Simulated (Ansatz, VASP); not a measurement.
## One calculation of WSe, two programs

```
W Se
1.0
     0.00000    2.80050    2.80050
     2.80050    0.00000    2.80050
     2.80050    2.80050    0.00000
W Se
1 1
Direct
  0.00000 0.00000 0.00000
  0.25000 0.25000 0.25000
```

Alike in both runs: task single point; functional PBE; k mesh 12 × 12 × 12; occupations gaussian, width 0.1 eV; collinear spin.

```csv
,VASP,Ansatz
version,VASP 6.6.1,Ansatz 0.2.0
potentials or method,"VASP PAW PBE potentials, release 64 (W_sv, Se), cutoff 520 eV","scalar-relativistic, plane waves, PAW"
valence electrons in the cell,20,30
```

VASP gave:

| Property | Result |
| --- | --- |
| gap on the k mesh at the Fermi level (eV) | none |
| pressure (GPa) | 3.8 |
| net moment per atom (μB) | 0.16 |
| size of the moment on the site where the two differ most (μB) | 0.27 |

Question: What did Ansatz give for the same quantities?

Answer: gap on the k mesh at the Fermi level (eV): none; pressure (GPa): 3.5; net moment per atom (μB): 0.16; size of the moment on the site where the two differ most (μB): 0.21.

Site moments also hang on the region over which each program counts them. A gap of «none» marks a metal or a gap that the smearing closes. VASP's potentials hold 20 valence electrons a cell and Ansatz's 30, so a difference there can come from the potentials and not from the codes. Ansatz's warnings: negative dielectric reading.

Spin-orbit coupling is off throughout.
